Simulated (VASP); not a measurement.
A run of VASP 6.6.1:

The input INCAR:

```
SYSTEM = Fe3Ge
PREC = Accurate
ENCUT = 520
EDIFF = 1E-6
ISMEAR = -1
SIGMA = 0.03
LREAL = .False.
LASPH = .True.
NELM = 150
ALGO = Normal
ISIF = 2
LWAVE = .False.
LCHARG = .False.
ISPIN = 2
MAGMOM = 3 3 3 0
LORBIT = 11
LMAXMIX = 4
GGA = PS
NBANDS = 31
```

The input KPOINTS:

```
Automatic mesh
0
Gamma
  9 9 9
  0 0 0
```

Contents of POSCAR:

```
Fe3Ge
1.0
    3.7205193926      0.0000000000      0.0000000000
    0.0000000000      3.7205193926      0.0000000000
    0.0000000000      0.0000000000      3.7205193926
Fe Ge
3 1
Direct
    0.0000000000      0.5000000000      0.5000000000
    0.5000000000      0.5000000000      0.0000000000
    0.5000000000      0.0000000000      0.5000000000
    0.0000000000      0.0000000000      0.0000000000
```

Potentials or basis: VASP PAW PBE potentials, release 64 (Fe, Ge_d).

The run is started by

```sh
$ cat potpaw_PBE.64/Fe/POTCAR potpaw_PBE.64/Ge_d/POTCAR > POTCAR
$ mpirun -np 1 vasp_std > vasp.out
```

Hardware: 1 thread of Intel(R) Xeon(R) 6975P-C (Granite Rapids), with other jobs on the host.

**Question.** How long does it take, and how much memory?

**Answer.** Wall time 45 s on 1 thread of Intel(R) Xeon(R) 6975P-C (Granite Rapids), with other jobs on the host, peak memory 0.22 GiB. Counts: scf iterations 15, k points 35.
